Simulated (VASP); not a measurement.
Wanted: the native input for a VASP 6.6.1 run.

- Task: single point
- Functional: PBE
- Potentials or basis: VASP PAW PBE potentials, release 64 (Se)
- Cutoff: 520 eV
- k mesh: 9 × 9 × 11
- Occupations: fermi-dirac, width 0.1 eV
- Spin: no spin polarisation
- Dipole correction: no
- Further INCAR settings: ALGO = Normal; EDIFF = 1e-06; NBANDS = 16

The structure of Se lies in POSCAR:

```
Se
1.0
    4.5702221374      0.0000000000      0.0000000000
   -2.2851110687      3.9579284719      0.0000000000
    0.0000000000      0.0000000000      3.2424357111
Se
3
Direct
    0.0000000000      0.0000000000      0.0000000000
    0.3333333333      0.6666666667      0.5000000000
    0.6666666667      0.3333333333      0.5000000000
```

This cell differs from its parent crystal: volume scaled by 0.92.

The input as run:

INCAR

```
PREC = Accurate ; ENCUT = 520
EDIFF = 1E-6 ; ISMEAR = -1
SIGMA = 0.1 ; LREAL = F
LASPH = T ; NELM = 80
ALGO = Normal ; ISIF = 2
LWAVE = F ; LCHARG = T
GGA = PE ; LELF = T
LVHAR = T ; NBANDS = 16
```

KPOINTS

```
regular mesh
0
Gamma
  9 9 11
```

Potentials or basis: VASP PAW PBE potentials, release 64 (Se).

Launch:

```sh
$ cat potpaw_PBE.64/Se/POTCAR > POTCAR
$ mpirun -np 1 vasp_std > vasp.out
```

It gave:

```yaml
Pressure: 6.8 GPa
Band_gap_on_the_k_mesh: zero (band 9 reaches 8.01 eV, above the bottom of band 10 at 4.10 eV)
```

It took 73 s on 1 thread of AMD EPYC 7R43 64-Core Processor (Zen 3) (shared host), peak memory 0.16 GiB.
